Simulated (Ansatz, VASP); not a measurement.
Sn2F in VASP and in Ansatz

```xyz
6
Lattice="3.2593 0.0000 0.0000 -1.6296 2.8226 0.0000 0.0000 0.0000 14.2596" Properties=species:S:1:pos:R:3 pbc="T T T"
Sn    1.6296    0.9409   12.7052
Sn    0.0000    1.8817    5.5754
Sn    1.6296    0.9409    8.6842
Sn    0.0000    1.8817    1.5544
F     0.0000    0.0000   10.6947
F     0.0000    0.0000    3.5649
```

Change from the starting cell: species swapped into the Hf2S type (P6_3/mmc, No. 194).

Alike in both runs: functional PBE; k mesh 6 × 6 × 2; occupations gaussian, width 0.1 eV; no spin polarisation.

Ansatz relaxed the structure, and its values are those at the end. VASP's run is a single point on that final structure, the one shown.

```csv
,VASP,Ansatz
version,VASP 6.6.1,Ansatz 0.2.0
potentials or method,"VASP PAW PBE potentials, release 64 (Sn_d, F), cutoff 520 eV","scalar-relativistic, plane waves, PAW"
valence electrons in the cell,70,70
```

|  | VASP | Ansatz | Ansatz less VASP |
| --- | --- | --- | --- |
| gap on the k mesh at the Fermi level (eV) | none | none | - |
| pressure (GPa) | -0.1 | 0.0 | +0.12 |
| rms of the force components (eV/Å) | 0.004 | 0.001 | -0.0034 |

A gap of «none» marks a metal or a gap that the smearing closes.

The k mesh is coarse, so the values compare programs but aren't converged.
